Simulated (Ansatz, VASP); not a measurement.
## SnO2: VASP beside Ansatz

File INCAR:

```
SYSTEM = SnO2
PREC = Accurate ; ENCUT = 520
EDIFF = 1E-6 ; ISMEAR = -1
SIGMA = 0.03 ; LREAL = .FALSE.
LASPH = .TRUE. ; NELM = 100
ALGO = Normal ; ISIF = 2
LWAVE = .FALSE. ; LCHARG = .FALSE.
GGA = CA ; NBANDS = 35
```

Contents of KPOINTS:

```
Automatic mesh
0
G
  4 4 6
  0 0 0
```

The input POSCAR:

```
SnO2
1.0
    4.7373500000      0.0000000000      0.0000000000
    0.0000000000      4.7373500000      0.0000000000
    0.0000000000      0.0000000000      3.1226720000
Sn O
2 4
Direct
    0.0000000000      0.0000000000      0.0000000000
    0.5000000000      0.5000000000      0.5000000000
    0.3056200000      0.3056200000      0.0000000000
    0.1943800000      0.8056200000      0.5000000000
    0.6943800000      0.6943800000      0.0000000000
    0.8056200000      0.1943800000      0.5000000000
```

Input for Ansatz:

```yaml
crystal:
  lattice:
    - [4.73735, 0.0, 0.0]
    - [0.0, 4.73735, 0.0]
    - [0.0, 0.0, 3.122672]
  atoms:
    - { symbol: Sn, position: [0.0, 0.0, 0.0] }
    - { symbol: Sn, position: [0.5, 0.5, 0.5] }
    - { symbol: O, position: [0.30562, 0.30562, 0.0] }
    - { symbol: O, position: [0.19438, 0.80562, 0.5] }
    - { symbol: O, position: [0.69438, 0.69438, 0.0] }
    - { symbol: O, position: [0.80562, 0.19438, 0.5] }
kpoints:
  mp_grid: { grid: [4, 4, 6] }
  band_path:
    path:
      - [0.0, 0.0, 0.0]
      - [0.0, 0.5, 0.0]
      - [0.5, 0.5, 0.0]
      - [0.0, 0.0, 0.0]
      - [0.0, 0.0, 0.5]
      - [0.0, 0.5, 0.5]
      - [0.5, 0.5, 0.5]
      - [0.0, 0.0, 0.5]
      - [0.0, 0.5, 0.0]
    npoints: 5
scf:
  occupations: { method: fermi_dirac, width: 0.03 }
hamiltonian:
  xc: lda
  pseudopotentials: { kind: all_electron, lapw: { basis_error: 0.001 } }
output:
  forces: true
  stress: true
  eigenvalues: true
```

Change from the starting cell: zz strain of -2 %.

Alike in both runs: task single point; functional LDA; k mesh 4 × 4 × 6; occupations fermi-dirac, width 0.03 eV; no spin polarisation.

```csv
,VASP,Ansatz
version,VASP 6.6.1,Ansatz 0.2.0
potentials or method,"VASP PAW LDA potentials, release 64 (Sn_d, O), cutoff 520 eV","all-electron LAPW, scalar-relativistic"
```

|  | VASP | Ansatz | Ansatz less VASP |
| --- | --- | --- | --- |
| gap on the k mesh at the Fermi level (eV) | 1.44 | 1.41 | -0.030 |
| pressure (GPa) | 5.6 | 4.5 | -1.05 |
| traceless stress, the component that is largest in VASP (GPa) | 4.96 | 4.60 | -0.358 |
| rms of the force components (eV/Å) | 0.059 | 0.044 | -0.0154 |

LDA's correlation is that of Perdew and Zunger in VASP and of Perdew and Wang (1992) in Ansatz. Atom by atom the forces differ by 0.015 eV/Å (rms over components). Ansatz ran all-electron here, and VASP with PAW potentials.
